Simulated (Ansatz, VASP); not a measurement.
## One calculation of NbCd3Rh, two programs

```
CELL_PARAMETERS angstrom
4.96410 0.00000 0.00000
0.00000 4.96410 0.00000
0.00000 0.00000 4.96410
ATOMIC_POSITIONS crystal
Nb 0.00000 0.00000 0.00000
Cd 0.00000 0.50000 0.50000
Cd 0.50000 0.00000 0.50000
Cd 0.50000 0.50000 0.00000
Rh 0.50000 0.50000 0.50000
```

Alike in both runs: task relaxation of cell and atoms; functional PBE; k mesh 8 × 8 × 8; occupations gaussian, width 0.1 eV; no spin polarisation.

|  | VASP | Ansatz |
| --- | --- | --- |
| version | VASP 6.6.1 | Ansatz 0.2.0 |
| potentials or method | VASP PAW PBE potentials, release 64 (Nb_sv, Cd, Rh_pv), cutoff 600 eV | scalar-relativistic, plane waves, PAW |
| valence electrons in the cell | 64 | 90 |

|  | VASP | Ansatz | Ansatz less VASP |
| --- | --- | --- | --- |
| gap on the k mesh at the Fermi level, each at its own relaxed structure (eV) | none | none | - |
| relaxed volume (Å³/atom) | 24.75 | 24.58 | -0.171 |
| relaxed length of the cell vector where the two differ most in proportion (Å) | 4.983 | 4.972 | -0.0115 |

A gap of «none» marks a metal or a gap that the smearing closes. VASP's potentials hold 64 valence electrons a cell and Ansatz's 90, so a difference there can come from the potentials and not from the codes.
